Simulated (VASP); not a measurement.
Write the native input for VASP 6.6.1 that does the following.

| Item | Value |
| --- | --- |
| Task | single point |
| Functional | PBE |
| Potentials or basis | VASP PAW PBE potentials, release 64 (Al, N) |
| Cutoff | 520 eV |
| k mesh | 17 × 17 × 17 |
| Occupations | fermi-dirac, width 0.08 eV |
| Spin | no spin polarisation |
| Dipole correction | no |
| Further INCAR settings | ALGO = Normal; EDIFF = 1e-07; NBANDS = 11 |

The structure of AlN (zincblende type) lies in POSCAR:

```
AlN
1.0
    0.0000000000      1.8972050432      1.8972050432
    1.8972050432      0.0000000000      1.8972050432
    1.8972050432      1.8972050432      0.0000000000
Al N
1 1
Direct
    0.0000000000      0.0000000000      0.0000000000
    0.2500000000      0.2500000000      0.2500000000
```

This cell differs from its parent crystal: volume scaled by 0.64.

These files were run (other wordings do the same):

INCAR

```
SYSTEM = AlN
ALGO = Normal
EDIFF = 1E-7
ENCUT = 520
GGA = PE
ISIF = 2
ISMEAR = -1
LASPH = .True.
LCHARG = .False.
LREAL = .False.
LWAVE = .False.
NBANDS = 11
NELM = 60
PREC = Accurate
SIGMA = 0.08
```

KPOINTS

```
k-points
0
Gamma
  17 17 17
  0 0 0
```

Potentials or basis: VASP PAW PBE potentials, release 64 (Al, N).

The run is started by

```bash
$ cat potpaw_PBE.64/Al/POTCAR potpaw_PBE.64/N/POTCAR > POTCAR
$ mpirun -np 1 vasp_std > vasp.out
```

It gave:

- Pressure: 203.3 GPa
- Band gap on the k mesh: 3.45 eV, indirect (least direct gap 5.60 eV)

Wall time 14 s on 1 thread of Intel(R) Xeon(R) Platinum 8488C (Sapphire Rapids), on a shared host, peak memory 0.14 GiB.
